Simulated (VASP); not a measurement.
Runs of VASP 6.6.1 on Ge. The structure is that of space group I4_1/amd (No. 141), or close to it. The cells are those of the table. 

```csv
cell,gap on the mesh (eV),pressure (GPa)
"a = 3.928, b = 3.928, c = 4.161 Å, angles 58.0, 58.0, 64.0°, 2 atoms",none,(a)
"a = 4.004, b = 4.004, c = 3.840 Å, angles 61.3, 61.3, 57.3°, 2 atoms",none,(b)
"a = 4.241, b = 4.241, c = 4.321 Å, angles 59.4, 59.4, 61.2°, 2 atoms",none,-5.9
"a = 3.921, b = 3.921, c = 4.000 Å, angles 59.3, 59.3, 61.3°, 2 atoms",-,(c)
"a = 4.004, b = 4.004, c = 4.161 Å, angles 58.7, 58.7, 62.6°, 2 atoms",none,0.9
"a = 4.081, b = 4.081, c = 4.161 Å, angles 59.4, 59.4, 61.3°, 2 atoms",none,-1.5
"a = 4.088, b = 4.088, c = 3.840 Å, angles 62.0, 62.0, 56.0°, 2 atoms",none,3.9
"a = 4.088, b = 4.088, c = 4.321 Å, angles 58.1, 58.1, 63.8°, 2 atoms",none,-3.1
"a = 4.013, b = 4.013, c = 4.321 Å, angles 57.4, 57.4, 65.1°, 2 atoms",none,(d)
"a = 4.164, b = 4.164, c = 4.000 Å, angles 61.3, 61.3, 57.4°, 2 atoms",none,-1.3
"a = 4.164, b = 4.164, c = 4.321 Å, angles 58.7, 58.7, 62.5°, 2 atoms",none,-4.7
```

Alike in all rows: task single point; level PBE; potentials or basis VASP PAW PBE potentials, release 64 (Ge_d); no spin polarisation; k mesh 14 × 14 × 14; cutoff (eV) 500; smearing gaussian 0.15 eV.

Q: Estimate the missing entries.

A: (a) 3.7; (b) 7.0; (c) 6.9; (d) -1.2.

Caveats: semilocal functionals underestimate gaps, so a narrow gap can read as zero (at least some runs); the cell stands under pressure (at least some runs); the cell stands under tension (at least some runs).

A k mesh can miss the band edges, and the runs leave out spin-orbit coupling on Ge.

A gap of «none» marks levels without a gap at the run's occupations.
